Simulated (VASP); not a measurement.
Zn:

```
CELL_PARAMETERS angstrom
0.00000 1.99063 1.99063
1.99063 0.00000 1.99063
1.99063 1.99063 0.00000
ATOMIC_POSITIONS crystal
Zn 0.00000 0.00000 0.00000
```

This isn't the form of Zn at room conditions, which is hcp.

Base run:

* Program: VASP 6.6.1
* Functional: r2SCAN
* Potentials or basis: VASP PAW PBE potentials, release 64 (Zn)
* Cutoff: 520 eV
* k mesh: 12 × 12 × 12
* Occupations: fermi-dirac, width 0.05 eV
* Spin: no spin polarisation

Its results: band gap on the k mesh zero (bands 6 and 7 overlap by 3.70 eV); pressure -6.4 GPa.

**Question.** The run is repeated on the same cell with these changes: functional from r2SCAN to LDA; potentials or basis from VASP PAW PBE potentials, release 64 (Zn) to VASP PAW LDA potentials, release 64 (Zn). What comes out?

**Answer.** Band gap on the k mesh zero (bands 6 and 7 overlap by 3.73 eV); pressure -9.8 GPa.

Caveats: the cell stands under tension; the PAW data sets were made with another functional, which shifts forces and pressure a little (at least some runs).
